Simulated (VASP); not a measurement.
Here is a VASP 6.6.1 calculation.

The input INCAR:

```
SYSTEM = AlIn3Sb2
ALGO = Fast ; EDIFF = 1E-7
EDIFFG = -0.04 ; ENCUT = 600
GGA = PE ; IBRION = 2
ISIF = 3 ; ISMEAR = 0
LASPH = .TRUE. ; LCHARG = .FALSE.
LREAL = .FALSE. ; LWAVE = .FALSE.
NELM = 80 ; NSW = 90
PREC = Accurate ; SIGMA = 0.1
```

File KPOINTS:

```
k-points
0
G
  6 6 4
  0 0 0
```

File POSCAR:

```
AlIn3Sb2
1.0
    5.2607770399      0.0000000000      0.0000000000
   -2.6303885199      4.5559665602      0.0000000000
    0.0000000000      0.0000000000      6.5135340396
Al In Sb
1 3 2
Direct
    0.0000000000      0.0000000000      0.0000000000
    0.0000000000      0.0000000000      0.5000000000
    0.3333333333      0.6666666667      0.0000000000
    0.3333333333      0.6666666667      0.5000000000
    0.6666666667      0.3333333333      0.2451908251
    0.6666666667      0.3333333333      0.7548091749
```

Potentials or basis: VASP PAW PBE potentials, release 64 (Al, In_d, Sb).

Run with:

```sh
$ cat potpaw_PBE.64/Al/POTCAR potpaw_PBE.64/In_d/POTCAR potpaw_PBE.64/Sb/POTCAR > POTCAR
$ mpirun -np 1 vasp_std > vasp.out
```

Task: Predict the relaxed volume.

Result: 26.65 Å³/atom.

Task: Estimate the relaxed cell.

Result: a = 5.371 Å, b = 5.371 Å, c = 6.399 Å, α = 90.00°, β = 90.00°, γ = 120.00°.

Task: What does it give for the space group after relaxing (to 0.1 Å)?

Result: P-6m2 (No. 187).

Forces on the atoms (eV/Å):
```
Al   0.000  0.000  0.000
In   0.000  0.000  0.000
In   0.000  0.000  0.000
In   0.000  0.000  0.000
Sb   0.000  0.000  0.010
Sb   0.000  0.000 -0.010
```

Caveat: the highest band is partly filled, so the run has too few bands.
